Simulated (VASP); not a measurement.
# Li: single point with r2SCAN

The system is Li.

```
CELL_PARAMETERS angstrom
0.00000 3.01291 3.01291
3.01291 0.00000 3.01291
3.01291 3.01291 0.00000
ATOMIC_POSITIONS crystal
Li 0.00000 0.00000 0.00000
Li 0.25000 0.25000 0.25000
```

This isn't the form of Li at room conditions, which is bcc.

* Program: VASP 6.6.1
* Task: single point
* Functional: r2SCAN
* Potentials or basis: VASP PAW PBE potentials, release 64 (Li_sv)
* Cutoff: 830 eV
* k mesh: 5 × 5 × 5
* Occupations: gaussian, width 0.1 eV
* Spin: no spin polarisation

```
Pressure               : -0.2 GPa
Band gap on the k mesh : zero (bands 3 and 4 overlap by 0.11 eV)
```

Levels at points of the mesh, in eV from the Fermi level:
```tsv
k point	band 1	band 2	band 3	band 4	band 5	band 6
(0.00, 0.00, 0.00)	-49.58	-49.52	-3.68	5.87	5.87	5.87
```

Run time: 2.1 min on 1 thread of Intel Xeon 8259CL, with other jobs on the host, peak memory 0.25 GiB.

Caveat: the k points lie up to 0.36 Å⁻¹ apart; the PAW data sets were made with another functional, which shifts forces and pressure a little.
